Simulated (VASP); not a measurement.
# Ti5H in VASP: further runs

Runs on Ti5H. Level: PBE. Tasks: relaxation of the atoms, single point.

Everything below comes from runs of VASP 6.6.1. Logs are shortened: lines on timing, memory, paths and dates and some standing lists are left out, and cuts for length are marked.

### 1 The cell of the first run

The cell holds a slab with vacuum, 6 atoms: a = 2.938 Å, b = 2.938 Å, c = 24.712 Å, α = 90.00°, β = 90.00°, γ = 120.00°.

### 2 Relaxation of the atoms, PBE

The input, INCAR:

```
  PREC = Accurate
  ENCUT = 520
  EDIFF = 1E-6
  ISMEAR = 0
  SIGMA = 0.1
  LREAL = False
  LASPH = True
  NELM = 60
  ALGO = Normal
  ISIF = 2
  LWAVE = False
  LCHARG = False
  LDIPOL = True
  IDIPOL = 3
  DIPOL = 0.5 0.5 0.386
  GGA = PE
  IBRION = 2
  NSW = 36
  EDIFFG = -0.025
```

The input, KPOINTS:

```
regular mesh
0
Gamma
  9 9 1
```

The input, POSCAR:

```
Ti5H
1.0
    2.9381632086      0.0000000000      0.0000000000
   -1.4690816043      2.5445239791      0.0000000000
    0.0000000000      0.0000000000     24.7117068140
Ti H
5 1
Selective dynamics
Direct
    0.6666666667      0.3333333333      0.1618666015  F F F
    0.3333333333      0.6666666667      0.2559609806  F F F
    0.6666666667      0.3333333333      0.3506708119  F F F
    0.3333333333      0.6666666667      0.4475655916  F F F
    0.6666666667      0.3333333333      0.5346335206  F F F
    1.0000000000      1.0000000000      0.5623553096  F F T
```

Potentials or basis: VASP PAW PBE potentials, release 64 (Ti_sv, H).

The run is started by

```bash
$ cat potpaw_PBE.64/Ti_sv/POTCAR potpaw_PBE.64/H/POTCAR > POTCAR
$ mpirun -np 1 vasp_std > vasp.out
```

OUTCAR:

```text
PREC = Accurate
   ENCUT = 520
   EDIFF = 1E-6
   ISMEAR = 0
   LREAL = False
   LASPH = True
   NELM = 60
   ISIF = 2
   GGA = PE
   IBRION = 2
   NSW = 36
   EDIFFG = -0.025

 ion  position               nearest neighbor table
   1  0.667  0.333  0.162-   2 2.88   2 2.88   2 2.88
   2  0.333  0.667  0.256-   1 2.88   1 2.88   1 2.88   3 2.89   3 2.89   3 2.89
   3  0.667  0.333  0.351-   2 2.89   2 2.89   2 2.89
   4  0.333  0.667  0.448-   5 2.74   5 2.74   5 2.74
   5  0.667  0.333  0.535-   6 1.83   6 1.83   6 1.83   4 2.74   4 2.74   4 2.74
   6  0.000  0.000  0.562-   5 1.83   5 1.83   5 1.83

  LATTYP: Found a hexagonal cell.
 ALAT       =     2.9381632086
 C/A-ratio  =     8.4105970498

  Lattice vectors:

 A1 = (   2.9381632086,   0.0000000000,   0.0000000000)
 A2 = (  -1.4690816043,   2.5445239791,   0.0000000000)
 A3 = (   0.0000000000,   0.0000000000,  24.7117068140)

Analysis of symmetry for initial positions (statically):
=====================================================================
 Subroutine PRICEL returns:
 Original cell was already a primitive cell.

 Routine SETGRP: Setting up the symmetry group for a
 hexagonal supercell.

 Subroutine GETGRP returns: Found  6 space group operations
 (whereof  6 operations were pure point group operations)
 out of a pool of 24 trial point group operations.

The static configuration has the point symmetry C_3v.

Analysis of symmetry for dynamics (positions and initial velocities):
=====================================================================
 Subroutine PRICEL returns:
 Original cell was already a primitive cell.

 Routine SETGRP: Setting up the symmetry group for a
 hexagonal supercell.

 Subroutine GETGRP returns: Found  6 space group operations
 (whereof  6 operations were pure point group operations)
 out of a pool of 24 trial point group operations.

The dynamic configuration has the point symmetry C_3v.

Analysis of constrained symmetry for selective dynamics:
=====================================================================
 Subroutine PRICEL returns:
 Original cell was already a primitive cell.

 Routine SETGRP: Setting up the symmetry group for a
 hexagonal supercell.

 Subroutine GETGRP returns: Found  6 space group operations
 (whereof  6 operations were pure point group operations)
 out of a pool of 24 trial point group operations.

The constrained configuration has the point symmetry C_3v.

 Subroutine INISYM returns: Found  6 space group operations
 (whereof  6 operations are pure point group operations),
 and found     1 'primitive' translations

----------------------------------------------------------------------------------------

                                     Primitive cell

  volume of cell :     184.7503

  direct lattice vectors                    reciprocal lattice vectors
     2.938163209  0.000000000  0.000000000     0.340348690  0.196500408  0.000000000
    -1.469081604  2.544523979  0.000000000     0.000000000  0.393000816  0.000000000
     0.000000000  0.000000000 24.711706814     0.000000000  0.000000000  0.040466650

  length of vectors
     2.938163209  2.938163209 24.711706814     0.393000816  0.393000816  0.040466650

  position of ions in fractional coordinates (direct lattice)
     0.666666667  0.333333333  0.161866602
     0.333333333  0.666666667  0.255960981
     0.666666667  0.333333333  0.350670812
     0.333333333  0.666666667  0.447565592
     0.666666667  0.333333333  0.534633521
     0.000000000  0.000000000  0.562355310

  ion indices of the primitive-cell ions
   primitive index   ion index
                 1           1
                 2           2
                 3           3
                 4           4
                 5           5
                 6           6

----------------------------------------------------------------------------------------

 KPOINTS: regular mesh

Automatic generation of k-mesh.
 Grid dimensions read from file:
 generate k-points for:    9    9    1

 Generating k-lattice:

  Cartesian coordinates                     Fractional coordinates (reciprocal lattice)
     0.037816521  0.021833379  0.000000000     0.111111111  0.000000000  0.000000000
     0.000000000  0.043666757  0.000000000     0.000000000  0.111111111  0.000000000
     0.000000000  0.000000000  0.040466650     0.000000000  0.000000000  1.000000000

  Length of vectors
     0.043666757  0.043666757  0.040466650

  Shift w.r.t. Gamma in fractional coordinates (k-lattice)
     0.000000000  0.000000000  0.000000000

 Subroutine IBZKPT returns following result:
 ===========================================

 Found     12 irreducible k-points:

 Following reciprocal coordinates:
            Coordinates               Weight
  0.000000  0.000000  0.000000      1.000000
  0.111111 -0.000000  0.000000      6.000000
  0.222222 -0.000000  0.000000      6.000000
  0.333333 -0.000000  0.000000      6.000000
  0.444444 -0.000000  0.000000      6.000000
  0.111111  0.111111  0.000000      6.000000
  0.222222  0.111111  0.000000     12.000000
  0.333333  0.111111  0.000000     12.000000
  0.444444  0.111111  0.000000      6.000000
  0.222222  0.222222  0.000000      6.000000
  0.333333  0.222222  0.000000     12.000000
  0.333333  0.333333  0.000000      2.000000
   k-points           NKPTS =     12   k-points in BZ     NKDIM =     12   number of bands    NBANDS=     36
   number of dos      NEDOS =    301   number of ions     NIONS =      6
   total plane-waves  NPLWV = 110592
   dimension x,y,z NGX =    24 NGY =   24 NGZ =  192
   dimension x,y,z NGXF=    48 NGYF=   48 NGZF=  384
   ions per type =               5   1
   NGX,Y,Z   is equivalent  to a cutoff of  13.58, 13.58, 12.92 a.u.
   NGXF,Y,Z  is equivalent  to a cutoff of  27.16, 27.16, 25.83 a.u.
 SYSTEM =  unknown system
   PREC   = accura    normal or accurate (medium, high low for compatibility)
   ISTART =      0    job   : 0-new  1-cont  2-samecut
   ICHARG =      2    charge: 1-file 2-atom 10-const
   ISPIN  =      1    spin polarized calculation?
   LNONCOLLINEAR =      F non collinear calculations
   LSORBIT =      F    spin-orbit coupling
   LASPH  =      T    aspherical Exc in radial PAW
   ENCUT  =  520.0 eV  38.22 Ry    6.18 a.u.   5.46  5.46 45.95*2*pi/ulx,y,z
   NELM   =     60;   NELMIN=  2; NELMDL= -5     # of ELM steps
   EDIFF  = 0.1E-05   stopping-criterion for ELM
   LREAL  =      F    real-space projection
   EDIFFG = -.3E-01   stopping-criterion for IOM
   NSW    =     36    number of steps for IOM
   IBRION =      2    ionic relax: 0-MD 1-quasi-New 2-CG
   NFREE  =      1    steps in history (QN), initial steepest desc. (CG)
   ISIF   =      2    stress and relaxation
   ISYM   =      2    0-nonsym 1-usesym 2-fastsym
   POTIM  = 0.5000    time-step for ionic-motion
   TEBEG  =    0.0;   TEEND  =   0.0 temperature during run
   PSTRESS=    0.0 pullay stress
   NELECT =      61.0000    total number of electrons
   NUPDOWN=      -1.0000    fix difference up-down
   EMIN   =  10.00;   EMAX   =-10.00  energy-range for DOS
   EFERMI =   0.00;   METHOD = LEGACY
   ISMEAR =     0;   SIGMA  =   0.10  broadening in eV -4-tet -1-fermi 0-gaus
   EFERMI_NEDOS =   21; number of points for ismear=-14 and -15
   IALGO  =     38    algorithm
   IMIX   =      4    mixing-type and parameters
     AMIX     =   0.40;   BMIX     =  1.00
     AMIX_MAG =   1.60;   BMIX_MAG =  1.00
  volume/ion in A,a.u.               =      30.79       207.79
  Fermi-wavevector in a.u.,A,eV,Ry     =   1.131505  2.138234 17.419579  1.280303
  Thomas-Fermi vector in A             =   2.268204
   LORBIT       =      0    0 simple, 1 ext, 2 COOP (PROOUT), +10 PAW based schemes
   GGA     = PE    functional components
   LHFCALC =     F    Hartree Fock is set to
   AEXX    =    0.0000 exact exchange contribution
   IVDW    =     0    specifies the selected vdW correction
   LEPSILON=     F    determine dielectric tensor
   LRPA    =     F    only Hartree local field effects (RPA)
 conjugate gradient relaxation of ions
 non-spin polarized calculation
 Gauss-broadening in eV      SIGMA  =   0.10
  energy-cutoff  :      520.00
  volume of cell :      184.75
 maximum number of plane-waves:      5059
 NGX is ok and might be reduce to    24
   NGX = 11   NGY = 11   NGZ = 91

--------------------------------------- Ionic step        1  -------------------------------------------

 number of electron      60.9999991 magnetization

 Free energy of the ion-electron system (eV)
  ---------------------------------------------------
  ext. energy  EPLUGINS =         0.00000000
  ---------------------------------------------------
  free energy    TOTEN  =       -41.62202982 eV

  energy without entropy =      -41.58051708  energy(sigma->0) =      -41.60127345

------------------------ aborting loop because EDIFF is reached ----------------------------------------

  FORCE on cell =-STRESS in cart. coord.  units (eV):
  Direction    XX          YY          ZZ          XY          YZ          ZX
  --------------------------------------------------------------------------------------
  -------------------------------------------------------------------------------------
  Total        0.4161312      0.4161312      0.3282057      0.0000000      0.0000000      0.0000000
  in kB        3.6087405      3.6087405      2.8462395      0.0000000      0.0000000      0.0000000
  external PRESSURE =       3.3545735 kB  Pullay stress =       0.0000000 kB
[... 107 lines left out ...]
--------------------------------------- Ionic step        4  -------------------------------------------

 number of electron      60.9999991 magnetization

------------------------ aborting loop because EDIFF is reached ----------------------------------------

 vacuum level on the upper side and lower side of the slab       (xc-potential included)         0.148        -0.280

  FORCE on cell =-STRESS in cart. coord.  units (eV):
  Direction    XX          YY          ZZ          XY          YZ          ZX
  --------------------------------------------------------------------------------------
  -------------------------------------------------------------------------------------
  Total       -1.5407082     -1.5407082     -1.4272284      0.0000000      0.0000000     -0.0000000
  in kB      -13.3612093    -13.3612093    -12.3770986      0.0000000      0.0000000     -0.0000000
  external PRESSURE =     -13.0331724 kB  Pullay stress =       0.0000000 kB

 VOLUME and BASIS-vectors are now :
 -----------------------------------------------------------------------------
  energy-cutoff  :      520.00
  volume of cell :      184.75
      direct lattice vectors                 reciprocal lattice vectors
     2.938163209  0.000000000  0.000000000     0.340348690  0.196500408  0.000000000
    -1.469081604  2.544523979  0.000000000     0.000000000  0.393000816  0.000000000
     0.000000000  0.000000000 24.711706814     0.000000000  0.000000000  0.040466650
[... 12 lines left out ...]
  FREE ENERGIE OF THE ION-ELECTRON SYSTEM (eV)
  ---------------------------------------------------
  free  energy   TOTEN  =       -41.7508029751 eV

  energy  without entropy=      -41.7073492091  energy(sigma->0) =      -41.72907609

 dipolmoment           0.000000      0.000000      0.000427 electrons x Angstroem

--------------------------------------- Ionic step        5  -------------------------------------------

 number of electron      60.9999991 magnetization

 dipolmoment           0.000000      0.000000     -0.000755 electrons x Angstroem

 Free energy of the ion-electron system (eV)
  ---------------------------------------------------
  ext. energy  EPLUGINS =         0.00000000
  ---------------------------------------------------
  free energy    TOTEN  =       -41.81914416 eV

  energy without entropy =      -41.77604509  energy(sigma->0) =      -41.79759462

 E-fermi :   1.7566     XC(G=0):  -6.3064

 val. band max:        1.7559880629   @ k =   0.3333   0.1111   0.0000
 cond. band min:       1.7579280540   @ k =   0.2222   0.2222   0.0000
 fundamental gap:      0.0019399911
 Fermi energy:         1.7565585129

 k-point     1 :       0.0000    0.0000    0.0000
  band No.  band energies     occupation
      1     -55.2253      2.00000
      2     -55.2086      2.00000
      3     -55.0552      2.00000
      4     -54.9927      2.00000
      5     -54.9444      2.00000
      6     -31.7605      2.00000
[... 457 lines left out ...]
     35       1.8898      0.05949
     36       2.0355      0.00008

------------------------ aborting loop because EDIFF is reached ----------------------------------------

 vacuum level on the upper side and lower side of the slab       (xc-potential included)        -0.250        -0.229

  FORCE on cell =-STRESS in cart. coord.  units (eV):
  Direction    XX          YY          ZZ          XY          YZ          ZX
  --------------------------------------------------------------------------------------
  -------------------------------------------------------------------------------------
  Total       -1.0520343     -1.0520343     -0.5318838      0.0000000     -0.0000000      0.0000000
  in kB       -9.1233696     -9.1233696     -4.6125614      0.0000000     -0.0000000      0.0000000
  external PRESSURE =      -7.6197668 kB  Pullay stress =       0.0000000 kB

 VOLUME and BASIS-vectors are now :
 -----------------------------------------------------------------------------
  energy-cutoff  :      520.00
  volume of cell :      184.75
      direct lattice vectors                 reciprocal lattice vectors
     2.938163209  0.000000000  0.000000000     0.340348690  0.196500408  0.000000000
    -1.469081604  2.544523979  0.000000000     0.000000000  0.393000816  0.000000000
     0.000000000  0.000000000 24.711706814     0.000000000  0.000000000  0.040466650
[... 12 lines left out ...]
  FREE ENERGIE OF THE ION-ELECTRON SYSTEM (eV)
  ---------------------------------------------------
  free  energy   TOTEN  =       -41.8191441613 eV

  energy  without entropy=      -41.7760450876  energy(sigma->0) =      -41.79759462

 reached required accuracy - stopping structural energy minimisation

 vacuum level on the upper side and lower side of the slab         5.937         5.941
```

Run time: 13 min. Hardware: 1 thread of Intel Xeon Platinum 8259CL at 2.50GHz (Skylake/Cascade Lake), shared host; peak memory 0.36 GiB.

What came out:

* Free energy: -41.8191 eV
* Energy gained by relaxing: 32.9 meV/atom
* Ionic steps: 5
* Band gap on the k mesh: zero (an odd number of electrons rules out a gap without spin polarisation)

The path:
| step | energy change (eV) | largest force on free atoms (eV/Å) | pressure (GPa) |
| --- | --- | --- | --- |
| 1 | 0.0000 | 1.1013 | 0.34 |
| 2 | -0.0548 | 0.9601 | 0.16 |
| 3 | -0.1687 | 0.4512 | -0.37 |
| 4 | -0.1288 | 0.6962 | -1.30 |
| 5 | -0.1971 | 0.0016 | -0.76 |

Final structure:
```
CELL_PARAMETERS angstrom
2.93816 0.00000 0.00000
-1.46908 2.54452 0.00000
0.00000 0.00000 24.71171
ATOMIC_POSITIONS crystal
Ti 0.66667 0.33333 0.16187
Ti 0.33333 0.66667 0.25596
Ti 0.66667 0.33333 0.35067
Ti 0.33333 0.66667 0.44757
Ti 0.66667 0.33333 0.53463
H 0.00000 0.00000 0.57603
```

(Continued in part 2 of 2.)
